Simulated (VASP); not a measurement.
Input of a VASP 6.6.1 run:

File INCAR:

```
ALGO     = Normal         # electronic algorithm
EDIFF    = 1E-6           # SCF threshold, eV
ENCUT    = 520            # plane-wave cutoff, eV
GGA      = PE             # functional
ISIF     = 2              # what is computed and relaxed
ISMEAR   = -1             # smearing method
LASPH    = True           # aspherical terms in the spheres
LCHARG   = False          # write CHGCAR
LREAL    = False          # projectors in reciprocal space
LWAVE    = False          # write WAVECAR
NBANDS   = 21             # bands
NELM     = 100            # most SCF steps
PREC     = Accurate       # precision mode
SIGMA    = 0.05           # smearing width, eV
```

File KPOINTS:

```
k-points
0
Gamma
  8 8 8
```

File POSCAR:

```
Pb
1.0
    0.0000000000      3.4390000555      3.3358300538
    3.4390000555      0.0000000000      3.3358300538
    3.4390000555      3.4390000555      0.0000000000
Pb
2
Direct
    0.0000000000      0.0000000000      0.0000000000
    0.2500000000      0.2500000000      0.2500000000
```

Potentials or basis: VASP PAW PBE potentials, release 64 (Pb_d).

The run is started by

```console
$ cat potpaw_PBE.64/Pb_d/POTCAR > POTCAR
$ mpirun -np 1 vasp_std > vasp.out
```

What does it give for the pressure?

3.5 GPa.

Predict the band gap on the k mesh.

zero (band 14 reaches 4.97 eV, above the bottom of band 15 at 3.94 eV).

Stress tensor (GPa, compression positive):
```
3.40 0.00 0.00
0.00 3.40 0.00
0.00 0.00 3.65
```

Caveat: the cell differs from its parent crystal (zz strain of -3 %); spin-orbit coupling is left out, which moves the levels of the heavy elements.
